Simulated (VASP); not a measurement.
A run of VASP 6.6.1:

INCAR

```
PREC = Accurate
ENCUT = 520
EDIFF = 1E-6
ISMEAR = -1
SIGMA = 0.05
LREAL = Auto
LASPH = True
NELM = 120
ALGO = Normal
ISIF = 2
LWAVE = False
LCHARG = False
GGA = PS
NELECT = 266.0
NBANDS = 172
GGA_COMPAT = False
```

File KPOINTS:

```
Automatic mesh
0
Gamma
  1 1 1
```

POSCAR

```
CuSi64
1.0
   10.8655790000      0.0000000000      0.0000000000
    0.0000000000     10.8655790000      0.0000000000
    0.0000000000      0.0000000000     10.8655790000
Si Cu
64 1
Direct
    0.9996340000      0.9995870000      0.9993540000
    0.0039830000      0.0039300000      0.5014460000
    0.0039650000      0.5016480000      0.0037550000
    0.9998560000      0.5004070000      0.5001880000
    0.5015080000      0.0040540000      0.0039690000
    0.5004270000      0.9999740000      0.5000860000
    0.5004640000      0.5003360000      0.9995630000
    0.5130370000      0.5131610000      0.5128290000
    0.1244820000      0.1246570000      0.1242500000
    0.1279540000      0.1281170000      0.6296550000
    0.1278630000      0.6300820000      0.1278090000
    0.1255600000      0.6253380000      0.6250860000
    0.6296250000      0.1283080000      0.1279950000
    0.6252430000      0.1257670000      0.6250450000
    0.6253230000      0.6252960000      0.1253370000
    0.6368770000      0.6371800000      0.6368480000
    0.2470970000      0.2470530000      0.9941670000
    0.2477760000      0.2479710000      0.4944770000
    0.2504140000      0.7496280000      0.9955940000
    0.2487250000      0.7482360000      0.4971760000
    0.7495770000      0.2503740000      0.9956640000
    0.7482480000      0.2487990000      0.4971260000
    0.7485920000      0.7488290000      0.9975230000
    0.7534490000      0.7533790000      0.4972530000
    0.3722900000      0.3727260000      0.1181580000
    0.3789930000      0.3790600000      0.6227630000
    0.3752690000      0.8741550000      0.1219710000
    0.3748940000      0.8738260000      0.6216360000
    0.8740780000      0.3754510000      0.1218330000
    0.8735600000      0.3750300000      0.6217700000
    0.8737430000      0.8741580000      0.1222370000
    0.8778640000      0.8780810000      0.6230800000
    0.2469090000      0.9945110000      0.2467750000
    0.2503610000      0.9958990000      0.7493580000
    0.2476460000      0.4948070000      0.2475870000
    0.2486350000      0.4973700000      0.7480280000
    0.7494430000      0.9959870000      0.2502020000
    0.7485380000      0.9979250000      0.7484800000
    0.7481830000      0.4973660000      0.2485150000
    0.7533780000      0.4976230000      0.7531430000
    0.3722720000      0.1184260000      0.3723160000
    0.3754030000      0.1220530000      0.8739170000
    0.3789730000      0.6230060000      0.3786530000
    0.3749190000      0.6219150000      0.8734110000
    0.8741030000      0.1220340000      0.3752440000
    0.8738910000      0.1224640000      0.8737630000
    0.8736420000      0.6219630000      0.3746740000
    0.8779630000      0.6233260000      0.8778050000
    0.9942330000      0.2469840000      0.2467660000
    0.9957010000      0.2504400000      0.7494060000
    0.9956410000      0.7498310000      0.2501550000
    0.9977620000      0.7487810000      0.7484640000
    0.4943710000      0.2482140000      0.2479170000
    0.4973570000      0.2488010000      0.7480870000
    0.4974880000      0.7482960000      0.2484850000
    0.4972560000      0.7535630000      0.7532080000
    0.1182130000      0.3724470000      0.3721100000
    0.1220350000      0.3753560000      0.8739520000
    0.1221010000      0.8741580000      0.3751550000
    0.1225630000      0.8739600000      0.8736840000
    0.6228150000      0.3790780000      0.3788330000
    0.6221070000      0.3749580000      0.8733670000
    0.6220290000      0.8736680000      0.3747760000
    0.6230740000      0.8781490000      0.8777950000
    0.3874920000      0.3886140000      0.3882740000
```

Potentials or basis: VASP PAW PBE potentials, release 64 (Si, Cu).

The run is started by

```console
$ cat potpaw_PBE.64/Si/POTCAR potpaw_PBE.64/Cu/POTCAR > POTCAR
$ mpirun -np 1 vasp_gam > vasp.out
```

Hardware: 1 thread of AMD EPYC 7R43 64-Core Processor (Zen 3) (shared host).

Question: Estimate the wall time of this run.

Answer: It took 18 min on 1 thread of AMD EPYC 7R43 64-Core Processor (Zen 3) (shared host), peak memory 1 GiB. Counts: scf iterations 28, k points 1.
